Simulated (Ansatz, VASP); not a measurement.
MnAs: VASP beside Ansatz

The input INCAR:

```
PREC = Accurate ; ENCUT = 600
EDIFF = 1E-6 ; ISMEAR = -1
SIGMA = 0.08 ; LREAL = F
LASPH = T ; NELM = 150
ALGO = Normal ; ISIF = 3
LWAVE = F ; LCHARG = F
ISPIN = 2 ; MAGMOM = 4 0
LORBIT = 11 ; LMAXMIX = 4
GGA = PE ; IBRION = 2
NSW = 100 ; EDIFFG = -0.005
```

Contents of KPOINTS:

```
Automatic mesh
0
Gamma
  12 12 12
```

File POSCAR:

```
MnAs
1.0
    0.0000000000      2.4457505358      2.4457505358
    2.4457505358      0.0000000000      2.4457505358
    2.4457505358      2.4457505358      0.0000000000
Mn As
1 1
Direct
    0.0000000000      0.0000000000      0.0000000000
    0.5000000000      0.5000000000      0.5000000000
```

Input for Ansatz:

```yaml
crystal:
  lattice:
    - [0.0, 2.4457505358, 2.4457505358]
    - [2.4457505358, 0.0, 2.4457505358]
    - [2.4457505358, 2.4457505358, 0.0]
  atoms:
    - { symbol: Mn, position: [0.0, 0.0, 0.0], spin: 4.0 }
    - { symbol: As, position: [0.5, 0.5, 0.5] }
magnetization:
  spin_polarized: true
kpoints:
  mp_grid: { grid: [12, 12, 12] }
scf:
  occupations: { method: fermi_dirac, width: 0.08 }
hamiltonian:
  xc: pbe
  pseudopotentials: { kind: paw }
output:
  forces: true
  stress: true
relax:
  f_tol: 0.005
  max_steps: 80
  cell: {}
```

Alike in both runs: task relaxation of cell and atoms; functional PBE; k mesh 12 × 12 × 12; occupations fermi-dirac, width 0.08 eV; collinear spin.

|  | VASP | Ansatz |
| --- | --- | --- |
| version | VASP 6.6.1 | Ansatz 0.2.0 |
| potentials or method | VASP PAW PBE potentials, release 64 (Mn_pv, As) | PAW with Ansatz's default frozen-core files, scalar-relativistic |
| plane-wave cutoff (eV) | 600 | 420 |
| valence electrons in the cell | 18 | 30 |

```csv
,VASP,Ansatz,Ansatz less VASP
net moment per atom (μB),1.84,1.84,0.000
size of the moment on the site where the two differ most (μB),3.63,3.58,-0.056
relaxed volume (Å³/atom),17.27,17.23,-0.038
relaxed cell length with the largest relative difference (Å),3.656,3.653,-0.0027
```

Site moments also hang on the region over which each program counts them. VASP's potentials hold 18 valence electrons a cell and Ansatz's 30, so a difference there can come from the potentials and not from the codes.

Noted on VASP's run: the volume moved by over 15 % at a fixed basis, so the end points are rough.
